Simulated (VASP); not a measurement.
The system is CaSe.

```xyz
2
Lattice="0.0000 3.2796 3.2796 3.2796 0.0000 3.2796 3.2796 3.2796 0.0000" Properties=species:S:1:pos:R:3 pbc="T T T"
Ca    0.0000    0.0000    0.0000
Se    1.6398    1.6398    1.6398
```

Base run:

| Item | Value |
| --- | --- |
| Program | VASP 6.6.1 |
| Functional | PBE |
| Potentials or basis | VASP PAW PBE potentials, release 64 (Ca_sv, Se) |
| Cutoff | 520 eV |
| k mesh | 4 × 4 × 4 |
| Occupations | methfessel-paxton, width 0.5 eV |
| Spin | no spin polarisation |

Its results: band gap on the k mesh 3.20 eV, indirect (least direct gap 3.30 eV); pressure 0.5 GPa.

Task: The run is repeated on the same cell with these changes: occupations from methfessel-paxton, width 0.5 eV to gaussian, width 0.01 eV; dispersion from none to D4. What comes out?

Result: Band gap on the k mesh 3.20 eV, indirect (least direct gap 3.30 eV); pressure -0.6 GPa.

A k mesh can miss the band edges.
